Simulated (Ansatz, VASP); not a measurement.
## Ta2Ru: VASP beside Ansatz

```
CELL_PARAMETERS angstrom
7.43514 0.00000 0.00000
-3.71757 6.43902 0.00000
0.00000 0.00000 2.82322
ATOMIC_POSITIONS crystal
Ta 0.65096 0.00000 0.50000
Ta 0.00000 0.65096 0.50000
Ta 0.34904 0.34904 0.50000
Ta 0.00000 0.00000 0.50000
Ru 0.33333 0.66667 0.50000
Ru 0.66667 0.33333 0.50000
```

Alike in both runs: functional PBE; k mesh 3 × 3 × 6; occupations gaussian, width 0.1 eV; no spin polarisation.

Ansatz relaxed the structure, and its values are those at the end. VASP's run is a single point on that final structure, the one shown.

```csv
,VASP,Ansatz
version,VASP 6.6.1,Ansatz 0.2.0
potentials or method,"VASP PAW PBE potentials, release 64 (Ta_pv, Ru_pv), cutoff 520 eV","scalar-relativistic, plane waves, PAW"
valence electrons in the cell,72,84
```

|  | VASP | Ansatz | Ansatz less VASP |
| --- | --- | --- | --- |
| gap on the k mesh at the Fermi level (eV) | none | none | - |
| pressure (GPa) | -0.2 | -0.4 | -0.21 |
| rms of the force components (eV/Å) | 0.003 | 0.008 | +0.0057 |

A gap of «none» marks a metal or a gap that the smearing closes. VASP's potentials hold 72 valence electrons a cell and Ansatz's 84, so a difference there can come from the potentials and not from the codes.

The k mesh is coarse, so the values compare programs but aren't converged. Neither program's run includes spin-orbit coupling.
